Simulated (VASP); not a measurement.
Cs: relaxation of cell and atoms with revPBE

The system is Cs.

```xyz
1
Lattice="-3.0225 3.0225 3.0225 3.0225 -3.0225 3.0225 3.0225 3.0225 -3.0225" Properties=species:S:1:pos:R:3 pbc="T T T"
Cs    0.0000    0.0000    0.0000
```

```
Program                : VASP 6.6.1
Task                   : relaxation of cell and atoms
Functional             : revPBE
Potentials or basis    : VASP PAW PBE potentials, release 64 (Cs_sv)
Cutoff                 : 600 eV
k mesh                 : 8 × 8 × 8
Occupations            : fermi-dirac, width 0.1 eV
Spin                   : no spin polarisation
Dipole correction      : no
Further INCAR settings : ALGO = Normal; EDIFF = 1e-07; IBRION = 2; EDIFFG = -0.01; NSW = 80; ISIF = 3
```

| Property | Result |
| --- | --- |
| Relaxed volume | 128.69 Å³/atom |
| Relaxed cell | a = 5.509 Å, b = 5.509 Å, c = 5.509 Å, α = 109.47°, β = 109.47°, γ = 109.47° |
| Space group after relaxing (to 0.1 Å) | Im-3m (No. 229) |
| Energy gained by relaxing | 17.4 meV/atom |
| Ionic steps | 4 |
| Pressure after relaxing | 0.0 GPa |
| Band gap on the k mesh | zero (an odd number of electrons rules out a gap without spin polarisation) |

The path:
```
step  energy change (eV)  largest force (eV/Å)  pressure (GPa)  volume (Å³)
   1              0.0000                0.0000            0.34       110.45
   2             -0.0069                0.0000            0.25       114.22
   3             -0.0171                0.0000            0.04       126.03
   4             -0.0174                0.0000            0.00       128.69
```

Final structure:
```
Cs
1.0
    -3.18050    3.18050    3.18050
     3.18050   -3.18050    3.18050
     3.18050    3.18050   -3.18050
Cs
1
Direct
  0.00000 0.00000 0.00000
```

Levels at points of the mesh, in eV from the Fermi level:
```
           k point  band 1  band 2  band 3  band 4  band 5  band 6  band 7  band 8
(0.00, 0.00, 0.00)  -23.97  -10.74  -10.74  -10.74   -1.55    2.46    2.46    2.46
(0.50, 0.00, 0.00)  -23.97  -10.83  -10.77  -10.74    0.09    0.74    1.67    3.04
(0.50, 0.50, 0.50)  -23.97  -10.81  -10.81  -10.81    0.73    0.73    2.75    2.75
```

It took 2.9 min on 1 thread of Intel Xeon 8259CL, on a shared host, peak memory 0.28 GiB.

Caveat: the volume moved by over 15 % at a fixed basis, so the end points are rough; the PAW data sets were made with another functional, which shifts forces and pressure a little; spin-orbit coupling is left out, which moves the levels of the heavy elements. Zero-point motion and thermal expansion aren't in these numbers.
